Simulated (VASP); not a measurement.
# VAgC4N4 (P-43m) in VASP: a series of runs

Runs on VAgC4N4. Level: PBE. Tasks: single point.

Everything below comes from runs of VASP 6.6.1. Logs are shortened: lines on timing, memory, paths and dates and some standing lists are left out, and cuts for length are marked.

## (1) The cell of the first run

It takes space group P-43m (No. 215, cubic). Conventional cell: a = 6.004 Å, b = 6.004 Å, c = 6.004 Å, α = 90.00°, β = 90.00°, γ = 90.00°. V (site symmetry -43m) has 4 N at 2.01 Å within 2.7 Å. Within 2.7 Å of Ag (site symmetry -43m) lie 4 C at 2.02 Å. C (site symmetry 3m) has 1 N at 1.17 Å within 1.6 Å. N (site symmetry 3m) has 1 C at 1.17 Å within 1.6 Å.

## (2) Single point, PBE, collinear spin, ferromagnetic start

Contents of INCAR:

```
  ALGO = Normal
  EDIFF = 1E-6
  ENCUT = 520
  GGA = PE
  ISIF = 2
  ISMEAR = 0
  ISPIN = 2
  LASPH = T
  LCHARG = F
  LMAXMIX = 4
  LORBIT = 11
  LREAL = F
  LWAVE = F
  MAGMOM = 2 0 0 0 0 0 0 0 0 0
  NBANDS = 45
  NELM = 150
  PREC = Accurate
  SIGMA = 0.1
```

Contents of KPOINTS:

```
k-points
0
Gamma
  4 4 4
```

Contents of POSCAR:

```
VAgC4N4
1.0
    6.0038654500      0.0000000000      0.0000000000
    0.0000000000      6.0038654500      0.0000000000
    0.0000000000      0.0000000000      6.0038654500
V Ag C N
1 1 4 4
Direct
    0.5000000000      0.5000000000      0.5000000000
    0.0000000000      0.0000000000      0.0000000000
    0.1944417700      0.1944417700      0.1944417700
    0.1944417700      0.8055582300      0.8055582300
    0.8055582300      0.1944417700      0.8055582300
    0.8055582300      0.8055582300      0.1944417700
    0.3069525900      0.3069525900      0.3069525900
    0.3069525900      0.6930474100      0.6930474100
    0.6930474100      0.3069525900      0.6930474100
    0.6930474100      0.6930474100      0.3069525900
```

Potentials or basis: VASP PAW PBE potentials, release 64 (V_sv, Ag, C, N).

On the command line:

```bash
$ cat potpaw_PBE.64/V_sv/POTCAR potpaw_PBE.64/Ag/POTCAR potpaw_PBE.64/C/POTCAR potpaw_PBE.64/N/POTCAR > POTCAR
$ mpirun -np 1 vasp_std > vasp.out
```

OUTCAR:

```text
EDIFF = 1E-6
   ENCUT = 520
   GGA = PE
   ISIF = 2
   ISMEAR = 0
   ISPIN = 2
   LASPH = T
   LORBIT = 11
   LREAL = F
   NELM = 150
   PREC = Accurate

 ion  position               nearest neighbor table
   1  0.500  0.500  0.500-   7 2.01   8 2.01   9 2.01  10 2.01
   2  0.000  0.000  0.000-   3 2.02   4 2.02   5 2.02   6 2.02
   3  0.194  0.194  0.194-   7 1.17   2 2.02
   4  0.194  0.806  0.806-   8 1.17   2 2.02
   5  0.806  0.194  0.806-   9 1.17   2 2.02
   6  0.806  0.806  0.194-  10 1.17   2 2.02
   7  0.307  0.307  0.307-   3 1.17   1 2.01
   8  0.307  0.693  0.693-   4 1.17   1 2.01
   9  0.693  0.307  0.693-   5 1.17   1 2.01
  10  0.693  0.693  0.307-   6 1.17   1 2.01

  LATTYP: Found a simple cubic cell.
 ALAT       =     6.0038654500

  Lattice vectors:

 A1 = (   6.0038654500,   0.0000000000,   0.0000000000)
 A2 = (   0.0000000000,   6.0038654500,   0.0000000000)
 A3 = (   0.0000000000,   0.0000000000,   6.0038654500)

Analysis of symmetry for initial positions (statically):
=====================================================================
 Subroutine PRICEL returns:
 Original cell was already a primitive cell.

 Routine SETGRP: Setting up the symmetry group for a
 simple cubic supercell.

 Subroutine GETGRP returns: Found 24 space group operations
 (whereof 24 operations were pure point group operations)
 out of a pool of 48 trial point group operations.

The static configuration has the point symmetry T_d .

Analysis of symmetry for dynamics (positions and initial velocities):
=====================================================================
 Subroutine PRICEL returns:
 Original cell was already a primitive cell.

 Routine SETGRP: Setting up the symmetry group for a
 simple cubic supercell.

 Subroutine GETGRP returns: Found 24 space group operations
 (whereof 24 operations were pure point group operations)
 out of a pool of 48 trial point group operations.

The dynamic configuration has the point symmetry T_d .

Analysis of structural, dynamic, and magnetic symmetry:
=====================================================================
 Subroutine PRICEL returns:
 Original cell was already a primitive cell.

 Routine SETGRP: Setting up the symmetry group for a
 simple cubic supercell.

 Subroutine GETGRP returns: Found 24 space group operations
 (whereof 24 operations were pure point group operations)
 out of a pool of 48 trial point group operations.

The overall configuration has the point symmetry T_d .

 Subroutine INISYM returns: Found 24 space group operations
 (whereof 24 operations are pure point group operations),
 and found     1 'primitive' translations

----------------------------------------------------------------------------------------

                                     Primitive cell

  volume of cell :     216.4177

  direct lattice vectors                    reciprocal lattice vectors
     6.003865450  0.000000000  0.000000000     0.166559362  0.000000000  0.000000000
     0.000000000  6.003865450  0.000000000     0.000000000  0.166559362  0.000000000
     0.000000000  0.000000000  6.003865450     0.000000000  0.000000000  0.166559362

  length of vectors
     6.003865450  6.003865450  6.003865450     0.166559362  0.166559362  0.166559362

  position of ions in fractional coordinates (direct lattice)
     0.500000000  0.500000000  0.500000000
     0.000000000  0.000000000  0.000000000
     0.194441770  0.194441770  0.194441770
     0.194441770  0.805558230  0.805558230
     0.805558230  0.194441770  0.805558230
     0.805558230  0.805558230  0.194441770
     0.306952590  0.306952590  0.306952590
     0.306952590  0.693047410  0.693047410
     0.693047410  0.306952590  0.693047410
     0.693047410  0.693047410  0.306952590

  ion indices of the primitive-cell ions
   primitive index   ion index
                 1           1
                 2           2
                 3           3
                 4           4
                 5           5
                 6           6
                 7           7
                 8           8
[... 49 lines left out ...]
 SYSTEM =  unknown system
   PREC   = accura    normal or accurate (medium, high low for compatibility)
   ISTART =      0    job   : 0-new  1-cont  2-samecut
   ICHARG =      2    charge: 1-file 2-atom 10-const
   ISPIN  =      2    spin polarized calculation?
   LNONCOLLINEAR =      F non collinear calculations
   LSORBIT =      F    spin-orbit coupling
   LASPH  =      T    aspherical Exc in radial PAW
   ENCUT  =  520.0 eV  38.22 Ry    6.18 a.u.  11.16 11.16 11.16*2*pi/ulx,y,z
   NELM   =    150;   NELMIN=  2; NELMDL= -5     # of ELM steps
   EDIFF  = 0.1E-05   stopping-criterion for ELM
   LREAL  =      F    real-space projection
   EDIFFG = 0.1E-04   stopping-criterion for IOM
   NSW    =      0    number of steps for IOM
   IBRION =     -1    ionic relax: 0-MD 1-quasi-New 2-CG
   NFREE  =      0    steps in history (QN), initial steepest desc. (CG)
   ISIF   =      2    stress and relaxation
   ISYM   =      2    0-nonsym 1-usesym 2-fastsym
   POTIM  = 0.5000    time-step for ionic-motion
   TEBEG  =    0.0;   TEEND  =   0.0 temperature during run
   PSTRESS=    0.0 pullay stress
   NELECT =      60.0000    total number of electrons
   NUPDOWN=      -1.0000    fix difference up-down
   EMIN   =  10.00;   EMAX   =-10.00  energy-range for DOS
   EFERMI =   0.00;   METHOD = LEGACY
   ISMEAR =     0;   SIGMA  =   0.10  broadening in eV -4-tet -1-fermi 0-gaus
   EFERMI_NEDOS =   21; number of points for ismear=-14 and -15
   IALGO  =     38    algorithm
   IMIX   =      4    mixing-type and parameters
     AMIX     =   0.40;   BMIX     =  1.00
     AMIX_MAG =   1.60;   BMIX_MAG =  1.00
  volume/ion in A,a.u.               =      21.64       146.05
  Fermi-wavevector in a.u.,A,eV,Ry     =   1.067483  2.017250 15.504110  1.139520
  Thomas-Fermi vector in A             =   2.203101
   LORBIT       =     11    0 simple, 1 ext, 2 COOP (PROOUT), +10 PAW based schemes
   GGA     = PE    functional components
   LHFCALC =     F    Hartree Fock is set to
   AEXX    =    0.0000 exact exchange contribution
   IVDW    =     0    specifies the selected vdW correction
   LEPSILON=     F    determine dielectric tensor
   LRPA    =     F    only Hartree local field effects (RPA)
 spin polarized calculation
 Gauss-broadening in eV      SIGMA  =   0.10
  energy-cutoff  :      520.00
  volume of cell :      216.42
 maximum number of plane-waves:      5856
 NGX is ok and might be reduce to    48
   NGX = 23   NGY = 23   NGZ = 23

 number of electron      59.9999982 magnetization       2.0001088

 Free energy of the ion-electron system (eV)
  ---------------------------------------------------
  ext. energy  EPLUGINS =         0.00000000
  ---------------------------------------------------
  free energy    TOTEN  =       -77.59463709 eV

  energy without entropy =      -77.59463709  energy(sigma->0) =      -77.59463709

 E-fermi :  -0.4753     XC(G=0):  -7.1066

 val. band max:       -1.0772159719   @ k =   0.5000   0.0000   0.0000
 cond. band min:       0.0348113174   @ k =   0.0000   0.0000   0.0000
 fundamental gap:      1.1120272894
 Fermi energy:        -0.4752901642

 spin component 1

 k-point     1 :       0.0000    0.0000    0.0000
  band No.  band energies     occupation
      1     -66.5005      1.00000
      2     -40.3237      1.00000
      3     -40.3235      1.00000
      4     -40.3234      1.00000
      5     -18.5197      1.00000
      6     -18.4167      1.00000
[... 439 lines left out ...]
     41       4.4454      0.00000
     42       4.4454      0.00000
 Fermi energy:        -0.4752901642

 spin component 2

 k-point     1 :       0.0000    0.0000    0.0000
  band No.  band energies     occupation
      1     -64.7216      1.00000
      2     -38.5712      1.00000
      3     -38.5712      1.00000
      4     -38.5712      1.00000
      5     -18.5139      1.00000
      6     -18.4123      1.00000
[... 439 lines left out ...]
     41       4.7766      0.00000
     42       4.7767      0.00000
 [bands above 42 left out]

------------------------ aborting loop because EDIFF is reached ----------------------------------------

  FORCE on cell =-STRESS in cart. coord.  units (eV):
  Direction    XX          YY          ZZ          XY          YZ          ZX
  --------------------------------------------------------------------------------------
  -------------------------------------------------------------------------------------
  Total        2.6324617      2.6324617      2.6324617     -0.0000000     -0.0000000     -0.0000000
  in kB       19.4885619     19.4885619     19.4885619     -0.0000000     -0.0000000     -0.0000000
  external PRESSURE =      19.4885619 kB  Pullay stress =       0.0000000 kB

 VOLUME and BASIS-vectors are now :
 -----------------------------------------------------------------------------
  energy-cutoff  :      520.00
  volume of cell :      216.42
      direct lattice vectors                 reciprocal lattice vectors
     6.003865450  0.000000000  0.000000000     0.166559362  0.000000000  0.000000000
     0.000000000  6.003865450  0.000000000     0.000000000  0.166559362  0.000000000
     0.000000000  0.000000000  6.003865450     0.000000000  0.000000000  0.166559362

 POSITION                                       TOTAL-FORCE (eV/Angst)
 -----------------------------------------------------------------------------------
      3.00193      3.00193      3.00193        -0.000000      0.000000     -0.000000
      0.00000      0.00000      0.00000        -0.000000      0.000000     -0.000000
      1.16740      1.16740      1.16740        -0.040951     -0.040951     -0.040951
      1.16740      4.83646      4.83646        -0.040951      0.040951      0.040951
      4.83646      1.16740      4.83646         0.040951     -0.040951      0.040951
      4.83646      4.83646      1.16740         0.040951      0.040951     -0.040951
      1.84290      1.84290      1.84290         1.412525      1.412525      1.412525
      1.84290      4.16096      4.16096         1.412525     -1.412525     -1.412525
      4.16096      1.84290      4.16096        -1.412525      1.412525     -1.412525
      4.16096      4.16096      1.84290        -1.412525     -1.412525      1.412525
 -----------------------------------------------------------------------------------
    total drift:                                0.000000      0.000000      0.000000

  FREE ENERGIE OF THE ION-ELECTRON SYSTEM (eV)
  ---------------------------------------------------
  free  energy   TOTEN  =       -77.5946370861 eV

  energy  without entropy=      -77.5946370861  energy(sigma->0) =      -77.59463709

 total charge

# of ion       s       p       d       tot
------------------------------------------
    1        2.232   6.178   2.892  11.302
    2        0.484   0.741   9.026  10.251
    3        0.975   1.573   0.000   2.548
    4        0.975   1.573   0.000   2.548
    5        0.975   1.573   0.000   2.548
    6        0.975   1.573   0.000   2.548
    7        1.298   2.633   0.000   3.931
    8        1.298   2.633   0.000   3.931
    9        1.298   2.633   0.000   3.931
   10        1.298   2.633   0.000   3.931
--------------------------------------------------
tot         11.810  23.743  11.918  47.471

 magnetization (x)

# of ion       s       p       d       tot
------------------------------------------
    1        0.014   0.010   1.743   1.767
    2       -0.002  -0.009   0.019   0.008
    3        0.003   0.032   0.000   0.035
    4        0.003   0.032   0.000   0.035
    5        0.003   0.032   0.000   0.035
    6        0.003   0.032   0.000   0.035
    7       -0.005  -0.032   0.000  -0.037
    8       -0.005  -0.032   0.000  -0.037
    9       -0.005  -0.032   0.000  -0.037
   10       -0.005  -0.032   0.000  -0.037
--------------------------------------------------
tot          0.007   0.000   1.762   1.769
```

It took 4.2 min on 1 thread of Intel Xeon Platinum 8488C (Sapphire Rapids), shared host; peak memory 0.49 GiB.

Results:

```yaml
Free_energy: -77.5946 eV
Pressure: 1.9 GPa
Largest_force: 2.447 eV/Å
Band_gap_on_the_k_mesh: 1.11 eV (least direct gap 1.26 eV)
Net_moment: 2.00 μB per cell
Site_moments: V +1.77; Ag +0.01; C +0.04; N -0.04 μB
Valence_electrons_inside_the_program's_atomic_spheres: V 11.30; Ag 10.25; C 2.55; N 3.93
```

Forces in eV/Å, atoms in the order of the input:
```
V    0.000  0.000  0.000
Ag   0.000  0.000  0.000
C   -0.041 -0.041 -0.041
C   -0.041  0.041  0.041
C    0.041 -0.041  0.041
C    0.041  0.041 -0.041
N    1.413  1.413  1.413
N    1.413 -1.413 -1.413
N   -1.413  1.413 -1.413
N   -1.413 -1.413  1.413
```

Caveat: forces of over 1 eV/Å act on the atoms, so gaps and moduli don't describe the material at rest. A k mesh can miss the band edges.

## (3) Single point, PBE, collinear spin, ferromagnetic start

This run uses another cell than the first one, of 22.30 Å³/atom.

Contents of INCAR:

```
SYSTEM = VAgC4N4
PREC     = Accurate       ! precision mode
ENCUT    = 520            ! plane-wave cutoff, eV
EDIFF    = 1E-6           ! SCF threshold, eV
ISMEAR   = 0              ! smearing method
SIGMA    = 0.1            ! smearing width, eV
LREAL    = .False.        ! projectors in reciprocal space
LASPH    = .True.         ! aspherical terms in the spheres
NELM     = 150            ! most SCF steps
ALGO     = Normal         ! electronic algorithm
ISIF     = 2              ! what is computed and relaxed
LWAVE    = .False.        ! write WAVECAR
LCHARG   = .True.         ! write CHGCAR
ISPIN    = 2              ! spin polarisation
MAGMOM   = 2 0 0 0 0 0 0 0 0 0 ! initial moments
LORBIT   = 11             ! projections on sites
LMAXMIX  = 4              ! l up to which the mixer works
GGA      = PE             ! functional
LELF     = .True.         ! ELF
LVHAR    = .True.       
NBANDS   = 45             ! bands
```

Contents of KPOINTS:

```
regular mesh
0
Gamma
  4 4 4
  0 0 0
```

Contents of POSCAR:

```
VAgC4N4
1.0
    6.0642856381      0.0000000000      0.0000000000
    0.0000000000      6.0642856381      0.0000000000
    0.0000000000      0.0000000000      6.0642856381
V Ag C N
1 1 4 4
Direct
    0.5000000000      0.5000000000      0.5000000000
    0.0000000000      0.0000000000      0.0000000000
    0.2048648763      0.2048648763      0.2048648763
    0.2048648763      0.7951351237      0.7951351237
    0.7951351237      0.2048648763      0.7951351237
    0.7951351237      0.7951351237      0.2048648763
    0.3172490216      0.3172490216      0.3172490216
    0.3172490216      0.6827509784      0.6827509784
    0.6827509784      0.3172490216      0.6827509784
    0.6827509784      0.6827509784      0.3172490216
```

Potentials or basis: VASP PAW PBE potentials, release 64 (V_sv, Ag, C, N).

On the command line:

```bash
$ cat potpaw_PBE.64/V_sv/POTCAR potpaw_PBE.64/Ag/POTCAR potpaw_PBE.64/C/POTCAR potpaw_PBE.64/N/POTCAR > POTCAR
$ mpirun -np 1 vasp_std > vasp.out
```

Run time: 4.7 min. Hardware: 1 thread of Intel Xeon Platinum 8488C (Sapphire Rapids), shared host; peak memory 0.5 GiB.

It converged, with:

```yaml
Free_energy: -78.1329 eV
Pressure: 0.5 GPa
Largest_force: 0.294 eV/Å
Band_gap_on_the_k_mesh: 1.30 eV (least direct gap 1.45 eV)
Net_moment: 2.00 μB per cell
Site_moments: V +1.66; Ag +0.02; C +0.05; N -0.04 μB
Valence_electrons_inside_the_program's_atomic_spheres: V 11.53; Ag 9.96; C 2.50; N 3.94
```

Forces on the atoms (eV/Å):
```
V    0.000  0.000  0.000
Ag   0.000  0.000  0.000
C   -0.170 -0.170 -0.170
C   -0.170  0.170  0.170
C    0.170 -0.170  0.170
C    0.170  0.170 -0.170
N    0.160  0.160  0.160
N    0.160 -0.160 -0.160
N   -0.160  0.160 -0.160
N   -0.160 -0.160  0.160
```

Levels at points of the mesh, in eV from the valence-band top:
Spin up:
```csv
k point,band 27,band 28,band 29,band 30,band 31,band 32,band 33,band 34,band 35,band 36
"(0.00, 0.00, 0.00)",-0.91,-0.91,-0.91,-0.15,-0.15,1.30,1.30,1.30,4.83,4.83
"(0.50, 0.00, 0.00)",-1.20,-0.94,-0.94,-0.19,0.00,1.49,1.57,1.57,4.49,4.49
"(0.50, 0.50, 0.00)",-1.06,-0.93,-0.93,-0.17,-0.03,1.46,1.58,1.58,4.50,4.50
"(0.50, 0.50, 0.50)",-0.88,-0.88,-0.88,-0.08,-0.07,1.40,1.40,1.40,4.87,4.87
```
Spin down:
```tsv
k point	band 25	band 26	band 27	band 28	band 29	band 30	band 31	band 32	band 33	band 34
(0.00, 0.00, 0.00)	-2.71	-2.71	-0.86	-0.86	-0.86	1.69	1.69	1.91	1.91	1.91
(0.50, 0.00, 0.00)	-2.67	-2.47	-0.98	-0.86	-0.86	1.69	1.71	2.14	2.18	2.18
(0.50, 0.50, 0.00)	-2.64	-2.45	-0.88	-0.87	-0.87	1.70	1.71	2.11	2.22	2.22
(0.50, 0.50, 0.50)	-2.70	-2.70	-0.84	-0.84	-0.84	1.76	1.76	2.05	2.05	2.05
```
